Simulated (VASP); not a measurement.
# Sb (P6/mmm) in VASP: a series of runs

The runs below take Sb through relaxation of cell and atoms, with PBE.

Everything below comes from runs of VASP 6.6.1. Logs are shortened: lines on timing, memory, paths and dates and some standing lists are left out, and cuts for length are marked.

**1. The cell of the first run**

Symmetry: P6/mmm, No. 191, hexagonal system. The conventional cell has a = 4.210 Å, b = 4.210 Å, c = 2.611 Å, α = 90.00°, β = 90.00°, γ = 120.00°. Within 3.4 Å of Sb (site symmetry 6/mmm) lie 14 Sb at 2.61 to 2.76 Å. Within 3.2 Å of Sb (site symmetry -6m2) lie 11 Sb at 2.43 to 2.76 Å.

This isn't the form of Sb at room conditions, which is rhombohedral.

**2. Relaxation of cell and atoms, PBE, target pressure 220 GPa, at which the enthalpy is minimised**

The input, INCAR:

```
ALGO     = Normal         # electronic algorithm
EDIFF    = 1E-6           # SCF threshold, eV
EDIFFG   = -0.005         # ionic threshold
ENCUT    = 600            # plane-wave cutoff, eV
GGA      = PE             # functional
IBRION   = 2              # ionic algorithm
ISIF     = 3              # what is computed and relaxed
ISMEAR   = -1             # smearing method
LASPH    = True           # aspherical terms in the spheres
LCHARG   = False          # write CHGCAR
LREAL    = False          # projectors in reciprocal space
LWAVE    = False          # write WAVECAR
NELM     = 60             # most SCF steps
NSW      = 60             # ionic steps
PREC     = Accurate       # precision mode
PSTRESS  = 2200.0       
SIGMA    = 0.1            # smearing width, eV
```

The input, KPOINTS:

```
k-points
0
Gamma
  9 9 12
```

The input, POSCAR:

```
Sb
1.0
    4.2104912011      0.0000000000      0.0000000000
   -2.1052456006      3.6463923426      0.0000000000
    0.0000000000      0.0000000000      2.6105045447
Sb
3
Direct
    0.0000000000      0.0000000000      0.0000000000
    0.3333333333      0.6666666667      0.5000000000
    0.6666666667      0.3333333333      0.5000000000
```

Potentials or basis: VASP PAW PBE potentials, release 64 (Sb).

Launch:

```console
$ cat potpaw_PBE.64/Sb/POTCAR > POTCAR
$ mpirun -np 1 vasp_std > vasp.out
```

OUTCAR:

```text
EDIFF = 1E-6
   EDIFFG = -0.005
   ENCUT = 600
   GGA = PE
   IBRION = 2
   ISIF = 3
   ISMEAR = -1
   LASPH = True
   LREAL = False
   NELM = 60
   NSW = 60
   PREC = Accurate
   PSTRESS = 2200.0

 ion  position               nearest neighbor table
   1  0.000  0.000  0.000-   2 2.76   3 2.76   2 2.76   3 2.76   3 2.76   3 2.76   2 2.76   2 2.76
                             3 2.76   3 2.76   2 2.76   2 2.76
   2  0.333  0.667  0.500-   3 2.43   3 2.43   3 2.43   1 2.76   1 2.76   1 2.76   1 2.76   1 2.76
                             1 2.76   3 3.57   3 3.57   3 3.57   3 3.57   3 3.57   3 3.57
   3  0.667  0.333  0.500-   2 2.43   2 2.43   2 2.43   1 2.76   1 2.76   1 2.76   1 2.76   1 2.76
                             1 2.76   2 3.57   2 3.57   2 3.57   2 3.57   2 3.57   2 3.57

  LATTYP: Found a hexagonal cell.
 ALAT       =     4.2104912011
 C/A-ratio  =     0.6200000000

  Lattice vectors:

 A1 = (   4.2104912011,   0.0000000000,   0.0000000000)
 A2 = (  -2.1052456006,   3.6463923426,   0.0000000000)
 A3 = (   0.0000000000,   0.0000000000,   2.6105045447)

Analysis of symmetry for initial positions (statically):
=====================================================================
 Subroutine PRICEL returns:
 Original cell was already a primitive cell.

 Routine SETGRP: Setting up the symmetry group for a
 hexagonal supercell.

 Subroutine GETGRP returns: Found 24 space group operations
 (whereof 24 operations were pure point group operations)
 out of a pool of 24 trial point group operations.

The static configuration has the point symmetry D_6h.

Analysis of symmetry for dynamics (positions and initial velocities):
=====================================================================
 Subroutine PRICEL returns:
 Original cell was already a primitive cell.

 Routine SETGRP: Setting up the symmetry group for a
 hexagonal supercell.

 Subroutine GETGRP returns: Found 24 space group operations
 (whereof 24 operations were pure point group operations)
 out of a pool of 24 trial point group operations.

The dynamic configuration has the point symmetry D_6h.

 Subroutine INISYM returns: Found 24 space group operations
 (whereof 24 operations are pure point group operations),
 and found     1 'primitive' translations

----------------------------------------------------------------------------------------

                                     Primitive cell

  volume of cell :      40.0793

  direct lattice vectors                    reciprocal lattice vectors
     4.210491201  0.000000000  0.000000000     0.237501981  0.137121832  0.000000000
    -2.105245601  3.646392343  0.000000000     0.000000000  0.274243665  0.000000000
     0.000000000  0.000000000  2.610504545     0.000000000  0.000000000  0.383067711

  length of vectors
     4.210491201  4.210491201  2.610504545     0.274243665  0.274243665  0.383067711

  position of ions in fractional coordinates (direct lattice)
     0.000000000  0.000000000  0.000000000
     0.333333333  0.666666667  0.500000000
     0.666666667  0.333333333  0.500000000

  ion indices of the primitive-cell ions
   primitive index   ion index
                 1           1
                 2           2
                 3           3

----------------------------------------------------------------------------------------

 KPOINTS: k-points

Automatic generation of k-mesh.
 Grid dimensions read from file:
 generate k-points for:    9    9   12

 Generating k-lattice:

  Cartesian coordinates                     Fractional coordinates (reciprocal lattice)
     0.026389109  0.015235759  0.000000000     0.111111111  0.000000000  0.000000000
     0.000000000  0.030471518  0.000000000     0.000000000  0.111111111  0.000000000
     0.000000000  0.000000000  0.031922309     0.000000000  0.000000000  0.083333333

  Length of vectors
     0.030471518  0.030471518  0.031922309

  Shift w.r.t. Gamma in fractional coordinates (k-lattice)
     0.000000000  0.000000000  0.000000000

 Subroutine IBZKPT returns following result:
 ===========================================

 Found     84 irreducible k-points:

 Following reciprocal coordinates:
            Coordinates               Weight
  0.000000  0.000000  0.000000      1.000000
  0.111111  0.000000  0.000000      6.000000
  0.222222  0.000000  0.000000      6.000000
  0.333333 -0.000000  0.000000      6.000000
  0.444444  0.000000  0.000000      6.000000
  0.111111  0.111111  0.000000      6.000000
[... 16 lines left out ...]
  0.333333  0.222222  0.083333     24.000000
  0.333333  0.333333  0.083333      4.000000
 [... further k-points ...]
   k-points           NKPTS =     84   k-points in BZ     NKDIM =     84   number of bands    NBANDS=     11
   number of dos      NEDOS =    301   number of ions     NIONS =      3
   total plane-waves  NPLWV =  31104
   dimension x,y,z NGX =    36 NGY =   36 NGZ =   24
   dimension x,y,z NGXF=    72 NGYF=   72 NGZF=   48
   ions per type =               3
   NGX,Y,Z   is equivalent  to a cutoff of  14.21, 14.21, 15.28 a.u.
   NGXF,Y,Z  is equivalent  to a cutoff of  28.43, 28.43, 30.57 a.u.
 SYSTEM =  unknown system
   PREC   = accura    normal or accurate (medium, high low for compatibility)
   ISTART =      0    job   : 0-new  1-cont  2-samecut
   ICHARG =      2    charge: 1-file 2-atom 10-const
   ISPIN  =      1    spin polarized calculation?
   LNONCOLLINEAR =      F non collinear calculations
   LSORBIT =      F    spin-orbit coupling
   LASPH  =      T    aspherical Exc in radial PAW
   ENCUT  =  600.0 eV  44.10 Ry    6.64 a.u.   8.41  8.41  5.21*2*pi/ulx,y,z
   NELM   =     60;   NELMIN=  2; NELMDL= -5     # of ELM steps
   EDIFF  = 0.1E-05   stopping-criterion for ELM
   LREAL  =      F    real-space projection
   EDIFFG = -.5E-02   stopping-criterion for IOM
   NSW    =     60    number of steps for IOM
   IBRION =      2    ionic relax: 0-MD 1-quasi-New 2-CG
   NFREE  =      1    steps in history (QN), initial steepest desc. (CG)
   ISIF   =      3    stress and relaxation
   ISYM   =      2    0-nonsym 1-usesym 2-fastsym
   POTIM  = 0.5000    time-step for ionic-motion
   TEBEG  =    0.0;   TEEND  =   0.0 temperature during run
   PSTRESS= 2200.0 pullay stress
   NELECT =      15.0000    total number of electrons
   NUPDOWN=      -1.0000    fix difference up-down
   EMIN   =  10.00;   EMAX   =-10.00  energy-range for DOS
   EFERMI =   0.00;   METHOD = LEGACY
   ISMEAR =    -1;   SIGMA  =   0.10  broadening in eV -4-tet -1-fermi 0-gaus
   EFERMI_NEDOS =   21; number of points for ismear=-14 and -15
   IALGO  =     38    algorithm
   IMIX   =      4    mixing-type and parameters
     AMIX     =   0.40;   BMIX     =  1.00
     AMIX_MAG =   1.60;   BMIX_MAG =  1.00
  volume/ion in A,a.u.               =      13.36        90.16
  Fermi-wavevector in a.u.,A,eV,Ry     =   1.179773  2.229447 18.937458  1.391864
  Thomas-Fermi vector in A             =   2.316077
   LORBIT       =      0    0 simple, 1 ext, 2 COOP (PROOUT), +10 PAW based schemes
   GGA     = PE    functional components
   LHFCALC =     F    Hartree Fock is set to
   AEXX    =    0.0000 exact exchange contribution
   IVDW    =     0    specifies the selected vdW correction
   LEPSILON=     F    determine dielectric tensor
   LRPA    =     F    only Hartree local field effects (RPA)
 conjugate gradient relaxation of ions
 non-spin polarized calculation
  energy-cutoff  :      600.00
  volume of cell :       40.08
 maximum number of plane-waves:      1366
 NGX is ok and might be reduce to    36
   NGX = 17   NGY = 17   NGZ = 11

--------------------------------------- Ionic step        1  -------------------------------------------

 number of electron      15.0000000 magnetization

 Free energy of the ion-electron system (eV)
  ---------------------------------------------------
  ext. energy  EPLUGINS =         0.00000000
  ---------------------------------------------------
  free energy    TOTEN  =         3.88618249 eV

  energy without entropy =        3.92213177  energy(sigma->0) =        3.90415713

------------------------ aborting loop because EDIFF is reached ----------------------------------------

  FORCE on cell =-STRESS in cart. coord.  units (eV):
  Direction    XX          YY          ZZ          XY          YZ          ZX
  --------------------------------------------------------------------------------------
  -------------------------------------------------------------------------------------
  Total       60.7833381     60.7833381     52.7744643     -0.0000000      0.0000000      0.0000000
  in kB     2429.8223141   2429.8223141   2109.6664802     -0.0000000      0.0000000      0.0000000
  external PRESSURE =     123.1037028 kB  Pullay stress =    2200.0000000 kB
[... 100 lines left out ...]
  energy  without entropy=        2.3202722975  energy(sigma->0) =        2.30175385

  enthalpy is  TOTEN    =        58.8242057489 eV   P V=       56.5409703422

[... ionic steps 4 to 9 ...]

--------------------------------------- Ionic step       10  -------------------------------------------

 number of electron      15.0000001 magnetization

------------------------ aborting loop because EDIFF is reached ----------------------------------------
[... 73 lines left out ...]
--------------------------------------- Ionic step       12  -------------------------------------------

 number of electron      15.0000001 magnetization

 Free energy of the ion-electron system (eV)
  ---------------------------------------------------
  ext. energy  EPLUGINS =         0.00000000
  ---------------------------------------------------
  free energy    TOTEN  =         2.99305011 eV

  energy without entropy =        3.02503841  energy(sigma->0) =        3.00904426

 E-fermi :  21.3752     XC(G=0): -13.5075

 val. band max:       21.3748921450   @ k =   0.4444   0.1111   0.1667
 cond. band min:      21.4292160029   @ k =   0.4444   0.1111   0.3333
 fundamental gap:      0.0543238579
 Fermi energy:        21.3751538845

 k-point     1 :       0.0000    0.0000    0.0000
  band No.  band energies     occupation
      1       0.2028      2.00000
      2      12.1605      2.00000
      3      12.2086      2.00000
      4      12.7411      2.00000
      5      12.7411      2.00000
      6      12.9440      2.00000
      7      12.9440      2.00000
      8      23.4442      0.00000
      9      28.4320      0.00000
     10      31.5647      0.00000
     11      32.3704      0.00000
[... 309 lines left out ...]
 k-point    24 :       0.3333    0.3333    0.0833
  band No.  band energies     occupation
      1       4.4494      2.00000
      2       4.4494      2.00000
      3       4.6035      2.00000
      4      16.7984      2.00000
      5      16.9358      2.00000
      6      16.9358      2.00000
      7      25.2751      0.00000
      8      25.2751      0.00000
      9      25.6374      0.00000
     10      26.1059      0.00000
     11      26.2547      0.00000

 [... further k-points ...]

------------------------ aborting loop because EDIFF is reached ----------------------------------------

  FORCE on cell =-STRESS in cart. coord.  units (eV):
  Direction    XX          YY          ZZ          XY          YZ          ZX
  --------------------------------------------------------------------------------------
  -------------------------------------------------------------------------------------
  Total       55.7858793     55.7858793     55.7894069     -0.0000000     -0.0000000     -0.0000000
  in kB     2200.2342324   2200.2342326   2200.3733625     -0.0000001     -0.0000000     -0.0000000
  external PRESSURE =       0.2806092 kB  Pullay stress =    2200.0000000 kB
[... 22 lines left out ...]
  energy  without entropy=        3.0250384066  energy(sigma->0) =        3.00904426

  enthalpy is  TOTEN    =        58.7729905908 eV   P V=       55.7799404803

 reached required accuracy - stopping structural energy minimisation
```

Wall time 5.7 min (1 thread of Intel Xeon 8259CL, shared host); peak memory 0.21 GiB.

Results:

```yaml
Free_energy: 2.9931 eV
Relaxed_volume: 13.54 Å³/atom
Relaxed_cell: a = 4.295 Å, b = 4.295 Å, c = 2.543 Å, α = 90.00°, β = 90.00°, γ = 120.00°
Space_group_after_relaxing_to_0.1_Å: P6/mmm (No. 191)
Energy_change_on_relaxing_the_run_minimises_the_enthalpy: -297.7 meV/atom
Ionic_steps: 12
Pressure_after_relaxing: 220.0 GPa
```

Step by step:
| step | energy change (eV) | largest force (eV/Å) | pressure (GPa) | volume (Å³) |
| --- | --- | --- | --- | --- |
| 1 | 0.0000 | 0.0000 | 232.31 | 40.08 |
| 2 | -6.3644 | 0.0000 | 136.80 | 46.09 |
| 3 | -1.6029 | 0.0000 | 209.30 | 41.18 |
| 4 | 2.0547 | 0.0000 | 258.03 | 39.15 |
| 5 | -1.2115 | 0.0000 | 215.31 | 40.86 |
| 6 | -1.1068 | 0.0000 | 216.85 | 40.78 |
| 7 | -1.0789 | 0.0000 | 217.26 | 40.76 |
| 8 | 0.0925 | 0.0000 | 234.63 | 39.93 |
| 9 | -0.9010 | 0.0000 | 219.91 | 40.63 |
| 10 | -0.8974 | 0.0000 | 219.96 | 40.63 |
| 11 | -0.8869 | 0.0000 | 220.11 | 40.62 |
| 12 | -0.8931 | 0.0000 | 220.03 | 40.62 |

Final structure:
```cif
data_structure
_symmetry_space_group_name_H-M 'P 1'
_symmetry_Int_Tables_number 1
_cell_length_a 4.2949
_cell_length_b 4.2949
_cell_length_c 2.5429
_cell_angle_alpha 90.000
_cell_angle_beta 90.000
_cell_angle_gamma 120.000
_cell_volume 40.62
loop_
_atom_site_label
_atom_site_type_symbol
_atom_site_fract_x
_atom_site_fract_y
_atom_site_fract_z
_atom_site_occupancy
Sb1 Sb 0.00000 0.00000 0.00000 1
Sb2 Sb 0.33333 0.66667 0.50000 1
Sb3 Sb 0.66667 0.33333 0.50000 1
```

Caveat: the cell is relaxed towards a set pressure, so the run minimises the enthalpy, not the energy; the highest band is partly filled, so the run has too few bands; spin-orbit coupling is left out, which moves the levels of the heavy elements.

(Continued in part 2 of 2.)
